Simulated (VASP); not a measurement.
# Ba (Im-3m) in VASP: notebook

The runs below take Ba through single point, relaxation of cell and atoms, with r2SCAN.

All numbers are computed with VASP 6.6.1; they aren't measurements. Logs are shortened: lines on timing, memory, paths and dates and some standing lists are left out, and cuts for length are marked.

### 1 The cell of the first run

The structure is cubic, space group Im-3m (No. 229). The conventional cell has a = 5.071 Å, b = 5.071 Å, c = 5.071 Å, α = 90.00°, β = 90.00°, γ = 90.00°. Within 5.8 Å of Ba (site symmetry m-3m) lie 14 Ba at 4.39 to 5.07 Å.

### 2 Single point, r2SCAN

POSCAR reads:

```
Ba
1.0
   -2.5353700728      2.5353700728      2.5353700728
    2.5353700728     -2.5353700728      2.5353700728
    2.5353700728      2.5353700728     -2.5353700728
Ba
1
Direct
    0.0000000000      0.0000000000      0.0000000000
```

INCAR.step1 reads:

```
ALGO = Normal ; EDIFF = 1E-4
ENCUT = 520 ; GGA = PE
ISMEAR = -1 ; LASPH = T
LCHARG = F ; LREAL = F
LWAVE = T ; NBANDS = 11
NELM = 100 ; PREC = Accurate
SIGMA = 0.02
```

INCAR.step2 reads:

```
ALGO = Normal ; EDIFF = 1E-6
ENCUT = 520 ; ISIF = 2
ISMEAR = -1 ; ISTART = 1
LASPH = T ; LCHARG = F
LMIXTAU = T ; LREAL = F
LWAVE = F ; METAGGA = R2SCAN
NBANDS = 11 ; NELM = 100
PREC = Accurate ; SIGMA = 0.02
```

KPOINTS reads:

```
k-points
0
Gamma
  12 12 12
```

Potentials or basis: VASP PAW PBE potentials, release 64 (Ba_sv).

The run is started by

```sh
cat potpaw_PBE.64/Ba_sv/POTCAR > POTCAR
cp INCAR.step1 INCAR
mpirun -np 1 vasp_std > vasp.out
cp INCAR.step2 INCAR
mpirun -np 1 vasp_std > vasp.out
```

OUTCAR:

```text
EDIFF = 1E-6
   ENCUT = 520
   ISIF = 2
   ISMEAR = -1
   ISTART = 1
   LASPH = T
   LREAL = F
   METAGGA = R2SCAN
   NELM = 100
   PREC = Accurate

 ion  position               nearest neighbor table
   1  0.000  0.000  0.000-

  LATTYP: Found a body centered cubic cell.
 ALAT       =     5.0707401456

  Lattice vectors:

 A1 = (  -2.5353700728,   2.5353700728,   2.5353700728)
 A2 = (   2.5353700728,  -2.5353700728,   2.5353700728)
 A3 = (   2.5353700728,   2.5353700728,  -2.5353700728)

Analysis of symmetry for initial positions (statically):
=====================================================================
 Subroutine PRICEL returns:
 Original cell was already a primitive cell.

 Routine SETGRP: Setting up the symmetry group for a
 body centered cubic supercell.

 Subroutine GETGRP returns: Found 48 space group operations
 (whereof 48 operations were pure point group operations)
 out of a pool of 48 trial point group operations.

The static configuration has the point symmetry O_h .

Analysis of symmetry for dynamics (positions and initial velocities):
=====================================================================
 Subroutine PRICEL returns:
 Original cell was already a primitive cell.

 Routine SETGRP: Setting up the symmetry group for a
 body centered cubic supercell.

 Subroutine GETGRP returns: Found 48 space group operations
 (whereof 48 operations were pure point group operations)
 out of a pool of 48 trial point group operations.

The dynamic configuration has the point symmetry O_h .

 Subroutine INISYM returns: Found 48 space group operations
 (whereof 48 operations are pure point group operations),
 and found     1 'primitive' translations

----------------------------------------------------------------------------------------

                                     Primitive cell

  volume of cell :      65.1905

  direct lattice vectors                    reciprocal lattice vectors
    -2.535370073  2.535370073  2.535370073     0.000000000  0.197209869  0.197209869
     2.535370073 -2.535370073  2.535370073     0.197209869  0.000000000  0.197209869
     2.535370073  2.535370073 -2.535370073     0.197209869  0.197209869  0.000000000

  length of vectors
     4.391389782  4.391389782  4.391389782     0.278896871  0.278896871  0.278896871

  position of ions in fractional coordinates (direct lattice)
     0.000000000  0.000000000  0.000000000

  ion indices of the primitive-cell ions
   primitive index   ion index
                 1           1

----------------------------------------------------------------------------------------

 KPOINTS: k-points

Automatic generation of k-mesh.
 Grid dimensions read from file:
 generate k-points for:   12   12   12

 Generating k-lattice:

  Cartesian coordinates                     Fractional coordinates (reciprocal lattice)
     0.000000000  0.016434156  0.016434156     0.083333333  0.000000000  0.000000000
     0.016434156  0.000000000  0.016434156     0.000000000  0.083333333  0.000000000
     0.016434156  0.016434156  0.000000000     0.000000000  0.000000000  0.083333333

  Length of vectors
     0.023241406  0.023241406  0.023241406

  Shift w.r.t. Gamma in fractional coordinates (k-lattice)
     0.000000000  0.000000000  0.000000000

 Subroutine IBZKPT returns following result:
 ===========================================

 Found     72 irreducible k-points:

 Following reciprocal coordinates:
            Coordinates               Weight
  0.000000  0.000000  0.000000      1.000000
  0.083333  0.000000  0.000000     12.000000
  0.166667  0.000000  0.000000     12.000000
  0.250000  0.000000  0.000000     12.000000
  0.333333  0.000000  0.000000     12.000000
  0.416667  0.000000  0.000000     12.000000
[... 16 lines left out ...]
  0.333333  0.083333  0.083333     24.000000
  0.416667  0.083333  0.083333     12.000000
 [... further k-points ...]
   k-points           NKPTS =     72   k-points in BZ     NKDIM =     72   number of bands    NBANDS=     11
   number of dos      NEDOS =    301   number of ions     NIONS =      1
   total plane-waves  NPLWV =  46656
   dimension x,y,z NGX =    36 NGY =   36 NGZ =   36
   dimension x,y,z NGXF=    72 NGYF=   72 NGZF=   72
   ions per type =               1
   NGX,Y,Z   is equivalent  to a cutoff of  13.63, 13.63, 13.63 a.u.
   NGXF,Y,Z  is equivalent  to a cutoff of  27.26, 27.26, 27.26 a.u.
 SYSTEM =  unknown system
   PREC   = accura    normal or accurate (medium, high low for compatibility)
   ISTART =      1    job   : 0-new  1-cont  2-samecut
   ICHARG =      0    charge: 1-file 2-atom 10-const
   ISPIN  =      1    spin polarized calculation?
   LNONCOLLINEAR =      F non collinear calculations
   LSORBIT =      F    spin-orbit coupling
   LASPH  =      T    aspherical Exc in radial PAW
   ENCUT  =  520.0 eV  38.22 Ry    6.18 a.u.   8.17  8.17  8.17*2*pi/ulx,y,z
   NELM   =    100;   NELMIN=  2; NELMDL=  0     # of ELM steps
   EDIFF  = 0.1E-05   stopping-criterion for ELM
   LREAL  =      F    real-space projection
   EDIFFG = 0.1E-04   stopping-criterion for IOM
   NSW    =      0    number of steps for IOM
   IBRION =     -1    ionic relax: 0-MD 1-quasi-New 2-CG
   NFREE  =      0    steps in history (QN), initial steepest desc. (CG)
   ISIF   =      2    stress and relaxation
   ISYM   =      2    0-nonsym 1-usesym 2-fastsym
   POTIM  = 0.5000    time-step for ionic-motion
   TEBEG  =    0.0;   TEEND  =   0.0 temperature during run
   PSTRESS=    0.0 pullay stress
   NELECT =      10.0000    total number of electrons
   NUPDOWN=      -1.0000    fix difference up-down
   EMIN   =  10.00;   EMAX   =-10.00  energy-range for DOS
   EFERMI =   0.00;   METHOD = LEGACY
   ISMEAR =    -1;   SIGMA  =   0.02  broadening in eV -4-tet -1-fermi 0-gaus
   EFERMI_NEDOS =   21; number of points for ismear=-14 and -15
   IALGO  =     38    algorithm
   IMIX   =      4    mixing-type and parameters
     AMIX     =   0.40;   BMIX     =  1.00
     AMIX_MAG =   1.60;   BMIX_MAG =  1.00
  volume/ion in A,a.u.               =      65.19       439.93
  Fermi-wavevector in a.u.,A,eV,Ry     =   0.876355  1.656071 10.449252  0.767998
  Thomas-Fermi vector in A             =   1.996154
   LORBIT       =      0    0 simple, 1 ext, 2 COOP (PROOUT), +10 PAW based schemes
   METAGGA = R2SCAN    functional components
   LHFCALC =     F    Hartree Fock is set to
   AEXX    =    0.0000 exact exchange contribution
   IVDW    =     0    specifies the selected vdW correction
   LEPSILON=     F    determine dielectric tensor
   LRPA    =     F    only Hartree local field effects (RPA)
 non-spin polarized calculation
  energy-cutoff  :      520.00
  volume of cell :       65.19
 maximum number of plane-waves:      1776
 NGX is ok and might be reduce to    36
   NGX = 17   NGY = 17   NGZ = 17

 number of electron      10.0000000 magnetization

 Free energy of the ion-electron system (eV)
  ---------------------------------------------------
  ext. energy  EPLUGINS =         0.00000000
  ---------------------------------------------------
  free energy    TOTEN  =       -26.43426469 eV

  energy without entropy =      -26.43278503  energy(sigma->0) =      -26.43352486

 E-fermi :   1.5949     XC(G=0):  -7.7150

 val. band max:        1.5933898778   @ k =   0.2500   0.1667   0.1667
 cond. band min:       1.6235291150   @ k =  -0.4167  -0.4167   0.1667
 fundamental gap:      0.0301392372
 Fermi energy:         1.5949125785

 k-point     1 :       0.0000    0.0000    0.0000
  band No.  band energies     occupation
      1     -28.3617      2.00000
      2     -12.9105      2.00000
      3     -12.9105      2.00000
      4     -12.9105      2.00000
      5      -1.2555      2.00000
      6       3.7113      0.00000
      7       3.7113      0.00000
      8       3.7113      0.00000
      9       5.0240      0.00000
     10       5.0240      0.00000
     11       8.8023      0.00000

 k-point     2 :       0.0833    0.0000    0.0000
  band No.  band energies     occupation
      1     -28.3590      2.00000
      2     -12.9411      2.00000
      3     -12.9196      2.00000
      4     -12.9108      2.00000
      5      -1.1241      2.00000
      6       3.5957      0.00000
      7       3.6399      0.00000
      8       3.8420      0.00000
      9       4.8443      0.00000
     10       5.0136      0.00000
     11       8.9552      0.00000

 k-point     3 :       0.1667    0.0000    0.0000
  band No.  band energies     occupation
      1     -28.3517      2.00000
      2     -13.0229      2.00000
      3     -12.9444      2.00000
      4     -12.9116      2.00000
      5      -0.7533      2.00000
      6       3.3185      0.00000
      7       3.3293      0.00000
      8       4.2276      0.00000
      9       4.6994      0.00000
     10       5.0133      0.00000
     11       9.2535      0.00000

 k-point     4 :       0.2500    0.0000    0.0000
  band No.  band energies     occupation
      1     -28.3416      2.00000
      2     -13.1312      2.00000
      3     -12.9778      2.00000
      4     -12.9127      2.00000
      5      -0.2197      2.00000
      6       2.8830      0.00000
      7       3.0026      0.00000
      8       4.8151      0.00000
      9       4.8464      0.00000
     10       5.0799      0.00000
     11       9.1020      0.00000
[... 239 lines left out ...]
 k-point    22 :       0.2500    0.0833    0.0833
  band No.  band energies     occupation
      1     -28.3296      2.00000
      2     -13.2380      2.00000
      3     -13.0149      2.00000
      4     -12.9392      2.00000
      5       0.5647      2.00000
      6       2.4520      0.00000
      7       2.5619      0.00000
      8       5.0947      0.00000
      9       5.3496      0.00000
     10       6.0555      0.00000
     11       8.7287      0.00000

 k-point    23 :       0.3333    0.0833    0.0833
  band No.  band energies     occupation
      1     -28.3230      2.00000
      2     -13.2899      2.00000
      3     -13.0504      2.00000
      4     -12.9417      2.00000
      5       0.9363      2.00000
      6       2.4241      0.00000
      7       2.4717      0.00000
      8       5.1921      0.00000
      9       5.5408      0.00000
     10       6.8042      0.00000
     11       8.0903      0.00000

 k-point    24 :       0.4167    0.0833    0.0833
  band No.  band energies     occupation
      1     -28.3206      2.00000
      2     -13.3082      2.00000
      3     -13.0638      2.00000
      4     -12.9426      2.00000
      5       1.0324      2.00000
      6       2.3778      0.00000
      7       2.5822      0.00000
      8       5.1843      0.00000
      9       5.6346      0.00000
     10       7.2584      0.00000
     11       7.6466      0.00000

 [... further k-points ...]

------------------------ aborting loop because EDIFF is reached ----------------------------------------

  FORCE on cell =-STRESS in cart. coord.  units (eV):
  Direction    XX          YY          ZZ          XY          YZ          ZX
  --------------------------------------------------------------------------------------
  -------------------------------------------------------------------------------------
  Total        0.0192004      0.0192004      0.0192004     -0.0000000      0.0000000      0.0000000
  in kB        0.4718867      0.4718867      0.4718867     -0.0000000      0.0000000      0.0000000
  external PRESSURE =       0.4718867 kB  Pullay stress =       0.0000000 kB

 VOLUME and BASIS-vectors are now :
 -----------------------------------------------------------------------------
  energy-cutoff  :      520.00
  volume of cell :       65.19
      direct lattice vectors                 reciprocal lattice vectors
    -2.535370073  2.535370073  2.535370073     0.000000000  0.197209869  0.197209869
     2.535370073 -2.535370073  2.535370073     0.197209869  0.000000000  0.197209869
     2.535370073  2.535370073 -2.535370073     0.197209869  0.197209869  0.000000000

 POSITION                                       TOTAL-FORCE (eV/Angst)
 -----------------------------------------------------------------------------------
      0.00000      0.00000      0.00000         0.000000      0.000000      0.000000
 -----------------------------------------------------------------------------------
    total drift:                               -0.000000      0.000000      0.000000

  FREE ENERGIE OF THE ION-ELECTRON SYSTEM (eV)
  ---------------------------------------------------
  free  energy   TOTEN  =       -26.4342646929 eV

  energy  without entropy=      -26.4327850259  energy(sigma->0) =      -26.43352486
```

Wall time 4.7 min (1 thread of Intel Xeon 8259CL, shared host); peak memory 0.24 GiB.

Results:

```yaml
Free_energy: -26.4343 eV
Pressure: 0.0 GPa
Band_gap_on_the_k_mesh: zero (bands 5 and 6 overlap by 1.11 eV)
```

Levels at points of the mesh, in eV from the Fermi level:
```tsv
k point	band 1	band 2	band 3	band 4	band 5	band 6	band 7	band 8	band 9	band 10
(0.00, 0.00, 0.00)	-29.96	-14.51	-14.51	-14.51	-2.85	2.12	2.12	2.12	3.43	3.43
(0.50, 0.00, 0.00)	-29.92	-14.93	-14.64	-14.51	-0.84	0.91	1.12	3.46	4.01	5.41
(0.50, 0.50, 0.50)	-29.89	-14.79	-14.79	-14.79	-0.55	-0.55	4.54	4.54	4.54	4.93
```

Caveat: the PAW data sets were made with another functional, which shifts forces and pressure a little; spin-orbit coupling is left out, which moves the levels of the heavy elements.

### 3 Relaxation of cell and atoms, r2SCAN

This run uses another cell than the first one, of 62.99 Å³/atom.

POSCAR reads:

```
Ba
1.0
   -2.5065000000      2.5065000000      2.5065000000
    2.5065000000     -2.5065000000      2.5065000000
    2.5065000000      2.5065000000     -2.5065000000
Ba
1
Direct
    0.0000000000      0.0000000000      0.0000000000
```

INCAR.step1 reads:

```
SYSTEM = Ba
ALGO = Normal
EDIFF = 1E-4
ENCUT = 600
GGA = PE
ISMEAR = -1
LASPH = .TRUE.
LCHARG = .FALSE.
LREAL = .FALSE.
LWAVE = .TRUE.
NELM = 100
PREC = Accurate
SIGMA = 0.02
```

INCAR.step2 reads:

```
SYSTEM = Ba
ALGO = Normal
EDIFF = 1E-7
EDIFFG = -0.02
ENCUT = 600
IBRION = 2
ISIF = 3
ISMEAR = -1
ISTART = 1
LASPH = .TRUE.
LCHARG = .FALSE.
LMIXTAU = .TRUE.
LREAL = .FALSE.
LWAVE = .FALSE.
METAGGA = R2SCAN
NELM = 100
NSW = 80
PREC = Accurate
SIGMA = 0.02
```

KPOINTS reads:

```
k-points
0
G
  12 12 12
  0 0 0
```

Potentials or basis: VASP PAW PBE potentials, release 64 (Ba_sv).

The run is started by

```sh
cat potpaw_PBE.64/Ba_sv/POTCAR > POTCAR
cp INCAR.step1 INCAR
mpirun -np 1 vasp_std > vasp.out
cp INCAR.step2 INCAR
mpirun -np 1 vasp_std > vasp.out
```

It took 13 min on 1 thread of Intel Xeon 8259CL, shared host; peak memory 0.26 GiB.

Results (log left out):

* Free energy: -26.4342 eV
* Relaxed volume: 65.55 Å³/atom
* Relaxed cell: a = 4.399 Å, b = 4.399 Å, c = 4.399 Å, α = 109.47°, β = 109.47°, γ = 109.47°
* Space group after relaxing (to 0.1 Å): Im-3m (No. 229)
* Energy gained by relaxing: 2.6 meV/atom
* Ionic steps: 3
* Pressure after relaxing: 0.0 GPa
* Band gap on the k mesh: zero (bands 5 and 6 overlap by 1.10 eV)

The path:
| step | energy change (eV) | largest force (eV/Å) | pressure (GPa) | volume (Å³) |
| --- | --- | --- | --- | --- |
| 1 | 0.0000 | 0.0000 | 0.34 | 62.99 |
| 2 | -0.0019 | 0.0000 | 0.17 | 64.21 |
| 3 | -0.0026 | 0.0000 | 0.00 | 65.55 |

Final structure:
```
Ba
1.0
    -2.53998    2.53998    2.53998
     2.53998   -2.53998    2.53998
     2.53998    2.53998   -2.53998
Ba
1
Direct
  0.00000 0.00000 0.00000
```

Levels at points of the mesh, in eV from the Fermi level:
```tsv
k point	band 1	band 2	band 3	band 4	band 5	band 6	band 7	band 8	band 9
(0.00, 0.00, 0.00)	-29.96	-14.52	-14.52	-14.52	-2.85	2.11	2.11	2.11	3.42
(0.50, 0.00, 0.00)	-29.93	-14.94	-14.65	-14.52	-0.83	0.91	1.11	3.45	4.00
(0.50, 0.50, 0.50)	-29.90	-14.80	-14.80	-14.80	-0.54	-0.54	4.52	4.52	4.52
```

Caveat: the PAW data sets were made with another functional, which shifts forces and pressure a little; spin-orbit coupling is left out, which moves the levels of the heavy elements. Zero-point motion and thermal expansion aren't in these numbers.
